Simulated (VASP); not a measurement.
A run of VASP 6.6.1 is set up as follows.

The input INCAR:

```
SYSTEM = CdH2
  PREC = Accurate
  ENCUT = 600
  EDIFF = 1E-7
  ISMEAR = 0
  SIGMA = 0.1
  LREAL = .False.
  LASPH = .True.
  NELM = 80
  ALGO = Fast
  ISIF = 3
  LWAVE = .False.
  LCHARG = .False.
  GGA = PE
  IBRION = 2
  NSW = 90
  EDIFFG = -0.04
```

The input KPOINTS:

```
Automatic mesh
0
Gamma
  6 6 4
  0 0 0
```

Contents of POSCAR:

```
CdH2
1.0
    2.0172377549     -3.1437330053      0.0000000000
    2.0172377549      3.1437330053      0.0000000000
    0.0000000000      0.0000000000      6.9542548686
Cd H
2 4
Direct
    0.0000000000      0.0000000000      0.6666666667
    0.0000000000      0.0000000000      0.3333333333
    0.0000000000      0.5000000000      0.6666666667
    0.5000000000      0.0000000000      0.6666666667
    0.0000000000      0.5000000000      0.3333333333
    0.5000000000      0.0000000000      0.3333333333
```

Potentials or basis: VASP PAW PBE potentials, release 64 (Cd, H).

Command:

```sh
$ cat potpaw_PBE.64/Cd/POTCAR potpaw_PBE.64/H/POTCAR > POTCAR
$ mpirun -np 1 vasp_std > vasp.out
```

Problem. Predict the relaxed cell.

Solution. a = 3.805 Å, b = 3.805 Å, c = 8.104 Å, α = 90.00°, β = 90.00°, γ = 91.21°.

Problem. Estimate the band gap on the k mesh.

Solution. Zero (bands 14 and 15 overlap by 2.97 eV).

Stress tensor (GPa, compression positive):
```
0.16 0.00 0.00
0.00 0.03 0.00
0.00 0.00 0.03
```
